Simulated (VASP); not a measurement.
# AlRu (Pm-3m) in VASP: relaxation of the atoms with PBE

Aim: the relaxation of the atoms of AlRu with PBE.

Everything below comes from runs of VASP 6.6.1. Logs are shortened: lines on timing, memory, paths and dates and some standing lists are left out, and cuts for length are marked.

## Step 1: The cell of the first run

It takes space group Pm-3m (No. 221, cubic). Conventional cell: a = 3.050 Å, b = 3.050 Å, c = 3.050 Å, α = 90.00°, β = 90.00°, γ = 90.00°. Al (site symmetry m-3m) has 8 Ru at 2.64 Å and 6 Al at 3.05 Å within 3.5 Å. Within 3.5 Å of Ru (site symmetry m-3m) lie 8 Al at 2.64 Å and 6 Ru at 3.05 Å.

## Step 2: Relaxation of the atoms, PBE (volume scaled by 1.06)

INCAR reads:

```
SYSTEM = AlRu
PREC = Accurate ; ENCUT = 520
EDIFF = 1E-6 ; ISMEAR = -1
SIGMA = 0.05 ; LREAL = .False.
LASPH = .True. ; NELM = 80
ALGO = Normal ; ISIF = 2
LWAVE = .False. ; LCHARG = .False.
GGA = PE ; IBRION = 2
NSW = 80 ; EDIFFG = -0.02
```

KPOINTS reads:

```
regular mesh
0
Gamma
  16 16 16
  0 0 0
```

POSCAR reads:

```
AlRu
1.0
    3.0502737196      0.0000000000      0.0000000000
    0.0000000000      3.0502737196      0.0000000000
    0.0000000000      0.0000000000      3.0502737196
Al Ru
1 1
Direct
    0.0000000000      0.0000000000      0.0000000000
    0.5000000000      0.5000000000      0.5000000000
```

Potentials or basis: VASP PAW PBE potentials, release 64 (Al, Ru_pv).

The run is started by

```bash
> cat potpaw_PBE.64/Al/POTCAR potpaw_PBE.64/Ru_pv/POTCAR > POTCAR
> mpirun -np 1 vasp_std > vasp.out
```

OUTCAR:

```text
SYSTEM = AlRu
   PREC = Accurate
   ENCUT = 520
   EDIFF = 1E-6
   ISMEAR = -1
   LREAL = .False.
   LASPH = .True.
   NELM = 80
   ISIF = 2
   GGA = PE
   IBRION = 2
   NSW = 80
   EDIFFG = -0.02

 ion  position               nearest neighbor table
   1  0.000  0.000  0.000-   2 2.64   2 2.64   2 2.64   2 2.64   2 2.64   2 2.64   2 2.64   2 2.64

   2  0.500  0.500  0.500-   1 2.64   1 2.64   1 2.64   1 2.64   1 2.64   1 2.64   1 2.64   1 2.64

  LATTYP: Found a simple cubic cell.
 ALAT       =     3.0502737196

  Lattice vectors:

 A1 = (   3.0502737196,   0.0000000000,   0.0000000000)
 A2 = (   0.0000000000,   3.0502737196,   0.0000000000)
 A3 = (   0.0000000000,   0.0000000000,   3.0502737196)

Analysis of symmetry for initial positions (statically):
=====================================================================
 Subroutine PRICEL returns:
 Original cell was already a primitive cell.

 Routine SETGRP: Setting up the symmetry group for a
 simple cubic supercell.

 Subroutine GETGRP returns: Found 48 space group operations
 (whereof 48 operations were pure point group operations)
 out of a pool of 48 trial point group operations.

The static configuration has the point symmetry O_h .

Analysis of symmetry for dynamics (positions and initial velocities):
=====================================================================
 Subroutine PRICEL returns:
 Original cell was already a primitive cell.

 Routine SETGRP: Setting up the symmetry group for a
 simple cubic supercell.

 Subroutine GETGRP returns: Found 48 space group operations
 (whereof 48 operations were pure point group operations)
 out of a pool of 48 trial point group operations.

The dynamic configuration has the point symmetry O_h .

 Subroutine INISYM returns: Found 48 space group operations
 (whereof 48 operations are pure point group operations),
 and found     1 'primitive' translations

----------------------------------------------------------------------------------------

                                     Primitive cell

  volume of cell :      28.3803

  direct lattice vectors                    reciprocal lattice vectors
     3.050273720  0.000000000  0.000000000     0.327839431  0.000000000  0.000000000
     0.000000000  3.050273720  0.000000000     0.000000000  0.327839431  0.000000000
     0.000000000  0.000000000  3.050273720     0.000000000  0.000000000  0.327839431

[... 86 lines left out ...]
   NSW    =     80    number of steps for IOM
   IBRION =      2    ionic relax: 0-MD 1-quasi-New 2-CG
   NFREE  =      1    steps in history (QN), initial steepest desc. (CG)
   ISIF   =      2    stress and relaxation
   ISYM   =      2    0-nonsym 1-usesym 2-fastsym
   POTIM  = 0.5000    time-step for ionic-motion
   TEBEG  =    0.0;   TEEND  =   0.0 temperature during run
   PSTRESS=    0.0 pullay stress
   NELECT =      17.0000    total number of electrons
   NUPDOWN=      -1.0000    fix difference up-down
   EMIN   =  10.00;   EMAX   =-10.00  energy-range for DOS
   EFERMI =   0.00;   METHOD = LEGACY
   ISMEAR =    -1;   SIGMA  =   0.05  broadening in eV -4-tet -1-fermi 0-gaus
   EFERMI_NEDOS =   21; number of points for ismear=-14 and -15
   IALGO  =     38    algorithm
   IMIX   =      4    mixing-type and parameters
     AMIX     =   0.40;   BMIX     =  1.00
     AMIX_MAG =   1.60;   BMIX_MAG =  1.00
  volume/ion in A,a.u.               =      14.19        95.76
  Fermi-wavevector in a.u.,A,eV,Ry     =   1.380021  2.607861 25.911719  1.904458
  Thomas-Fermi vector in A             =   2.504937
   LORBIT       =      0    0 simple, 1 ext, 2 COOP (PROOUT), +10 PAW based schemes
   GGA     = PE    functional components
   LHFCALC =     F    Hartree Fock is set to
   AEXX    =    0.0000 exact exchange contribution
   IVDW    =     0    specifies the selected vdW correction
   LEPSILON=     F    determine dielectric tensor
   LRPA    =     F    only Hartree local field effects (RPA)
 conjugate gradient relaxation of ions
 non-spin polarized calculation
  energy-cutoff  :      520.00
  volume of cell :       28.38
 maximum number of plane-waves:       784
 NGX is ok and might be reduce to    24
   NGX = 11   NGY = 11   NGZ = 11

 number of electron      17.0000005 magnetization

 Free energy of the ion-electron system (eV)
  ---------------------------------------------------
  ext. energy  EPLUGINS =         0.00000000
  ---------------------------------------------------
  free energy    TOTEN  =       -14.22994902 eV

  energy without entropy =      -14.21486156  energy(sigma->0) =      -14.22240529

 E-fermi :   9.9294     XC(G=0): -12.2703

 val. band max:        9.9263140505   @ k =   0.3750   0.1250   0.0625
 cond. band min:       9.9342273859   @ k =   0.0625   0.0625   0.0625
 fundamental gap:      0.0079133354
 Fermi energy:         9.9294102991

 k-point     1 :       0.0000    0.0000    0.0000
  band No.  band energies     occupation
      1     -31.8352      2.00000
      2     -31.8352      2.00000
      3     -31.8352      2.00000
      4       0.5791      2.00000
      5       6.6543      2.00000
      6       6.6543      2.00000
      7      10.0762      0.10089
      8      10.0762      0.10089
      9      10.0762      0.10089
     10      15.7178      0.00000
     11      15.7178      0.00000
     12      15.7178      0.00000
[... 331 lines left out ...]
 k-point    24 :       0.5000    0.1250    0.0000
  band No.  band energies     occupation
      1     -31.9993      2.00000
      2     -31.8447      2.00000
      3     -31.8189      2.00000
      4       4.5038      2.00000
      5       4.6686      2.00000
      6       7.5376      2.00000
      7       8.3950      2.00000
      8       8.4905      2.00000
      9      10.0463      0.17609
     10      11.9771      0.00000
     11      17.3916      0.00000
     12      19.2124      0.00000

 [... further k-points ...]
[... 5 lines left out ...]
  --------------------------------------------------------------------------------------
  -------------------------------------------------------------------------------------
  Total       -1.4986525     -1.4986525     -1.4986525     -0.0000000     -0.0000000      0.0000000
  in kB      -84.6048145    -84.6048145    -84.6048145     -0.0000000     -0.0000000      0.0000000
  external PRESSURE =     -84.6048145 kB  Pullay stress =       0.0000000 kB

 VOLUME and BASIS-vectors are now :
 -----------------------------------------------------------------------------
  energy-cutoff  :      520.00
  volume of cell :       28.38
      direct lattice vectors                 reciprocal lattice vectors
     3.050273720  0.000000000  0.000000000     0.327839431  0.000000000  0.000000000
     0.000000000  3.050273720  0.000000000     0.000000000  0.327839431  0.000000000
     0.000000000  0.000000000  3.050273720     0.000000000  0.000000000  0.327839431

 POSITION                                       TOTAL-FORCE (eV/Angst)
 -----------------------------------------------------------------------------------
      0.00000      0.00000      0.00000         0.000000      0.000000      0.000000
      1.52514      1.52514      1.52514         0.000000      0.000000      0.000000
 -----------------------------------------------------------------------------------
    total drift:                                0.000000     -0.000000     -0.000000

  FREE ENERGIE OF THE ION-ELECTRON SYSTEM (eV)
  ---------------------------------------------------
  free  energy   TOTEN  =       -14.2299490168 eV

  energy  without entropy=      -14.2148615592  energy(sigma->0) =      -14.22240529

 reached required accuracy - stopping structural energy minimisation
```

OSZICAR:

```text
N       E                     dE             d eps       ncg     rms          rms(c)
DAV:   1     0.111881775731E+03    0.11188E+03   -0.96181E+03  4096   0.131E+03
DAV:   2    -0.125579301701E+02   -0.12444E+03   -0.11943E+03  4260   0.344E+02
DAV:   3    -0.148648525447E+02   -0.23069E+01   -0.22425E+01  4640   0.479E+01
DAV:   4    -0.148853767024E+02   -0.20524E-01   -0.20517E-01  4620   0.463E+00
DAV:   5    -0.148857638664E+02   -0.38716E-03   -0.38715E-03  4676   0.612E-01    0.108E+01
DAV:   6    -0.143346891405E+02    0.55107E+00   -0.37829E+00  4196   0.218E+01    0.235E+00
DAV:   7    -0.142460809569E+02    0.88608E-01   -0.35483E-01  4228   0.695E+00    0.182E+00
DAV:   8    -0.142301633886E+02    0.15918E-01   -0.22548E-02  4300   0.157E+00    0.194E-01
DAV:   9    -0.142299569403E+02    0.20645E-03   -0.44462E-04  4616   0.203E-01    0.123E-01
DAV:  10    -0.142299512247E+02    0.57156E-05   -0.43962E-05  4796   0.887E-02    0.755E-03
DAV:  11    -0.142299496512E+02    0.15735E-05   -0.31506E-06  4232   0.226E-02    0.511E-03
DAV:  12    -0.142299490168E+02    0.63440E-06   -0.90500E-08  2148   0.314E-03
   1 F= -.14229949E+02 E0= -.14222405E+02  d E =-.142299E+02
```

CONTCAR:

```text
AlRu
   1.00000000000000
     3.0502737195999998    0.0000000000000000    0.0000000000000000
     0.0000000000000000    3.0502737195999998    0.0000000000000000
     0.0000000000000000    0.0000000000000000    3.0502737195999998
  Al              Ru
     1     1
Direct
     0.0000000000000000    0.0000000000000000    0.0000000000000000
     0.5000000000000000    0.5000000000000000    0.5000000000000000

  0.00000000E+00  0.00000000E+00  0.00000000E+00
  0.00000000E+00  0.00000000E+00  0.00000000E+00
```

Wall time 43 s (1 thread of Oxide Virtual Turin-like, shared host); peak memory 0.15 GiB.

What came out:

| Property | Result |
| --- | --- |
| Free energy | -14.2299 eV |
| Pressure after relaxing | -8.5 GPa |

Final structure:
```yaml
crystal:
  lattice:
    - [3.05027, 0.00000, 0.00000]
    - [0.00000, 3.05027, 0.00000]
    - [0.00000, 0.00000, 3.05027]
  atoms:
    - { symbol: Al, position: [0.00000, 0.00000, 0.00000] }
    - { symbol: Ru, position: [0.50000, 0.50000, 0.50000] }
```

Caveat: the relaxation stopped at its first step, so nothing moved.
